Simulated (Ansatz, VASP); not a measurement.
# Os in VASP and in Ansatz

INCAR

```
SYSTEM = Os
ALGO = Normal ; EDIFF = 1E-6
ENCUT = 520 ; ISIF = 2
ISMEAR = -1 ; LASPH = .True.
LCHARG = .False. ; LREAL = .False.
LWAVE = .False. ; NBANDS = 10
NELM = 60 ; PREC = Accurate
SIGMA = 0.05
```

The input KPOINTS:

```
k-points
0
Gamma
  17 17 17
  0 0 0
```

File POSCAR:

```
Os
1.0
    2.3746615279      0.0000000000      0.0000000000
    0.0000000000      2.3746615279      0.0000000000
    0.0000000000      0.0000000000      2.3746615279
Os
1
Direct
    0.0000000000      0.0000000000      0.0000000000
```

Input for Ansatz:

```yaml
crystal:
  lattice:
    - [2.3746615279, 0.0, 0.0]
    - [0.0, 2.3746615279, 0.0]
    - [0.0, 0.0, 2.3746615279]
  atoms:
    - { symbol: Os, position: [0.0, 0.0, 0.0] }
kpoints:
  mp_grid: { grid: [17, 17, 17] }
scf:
  occupations: { method: fermi_dirac, width: 0.05 }
hamiltonian:
  xc: lda
  pseudopotentials: { kind: paw }
output:
  forces: true
  stress: true
  eigenvalues: true
  populations: true
```

Change from the starting cell: volume scaled by 0.84, PAW files.

Alike in both runs: task single point; functional LDA; k mesh 17 × 17 × 17; occupations fermi-dirac, width 0.05 eV; no spin polarisation.

|  | VASP | Ansatz |
| --- | --- | --- |
| version | VASP 6.6.1 | Ansatz 0.2.0 |
| potentials or method | VASP PAW LDA potentials, release 64 (Os) | PAW with Ansatz's default frozen-core files, scalar-relativistic |
| plane-wave cutoff (eV) | 520 | 420 |
| valence electrons in the cell | 8 | 16 |

VASP gave:

| Property | Result |
| --- | --- |
| pressure (GPa) | 81.0 |

Question: Which values does Ansatz return?

Answer: Pressure (GPa): 79.9.

LDA's correlation is that of Perdew and Zunger in VASP and of Perdew and Wang (1992) in Ansatz. Both programs put the cell under a high pressure, so it lies far from rest at this level. VASP's potentials hold 8 valence electrons a cell and Ansatz's 16, so a difference there can come from the potentials and not from the codes.

Neither program's run includes spin-orbit coupling. Noted on VASP's run: the cell as given lies far from equilibrium.
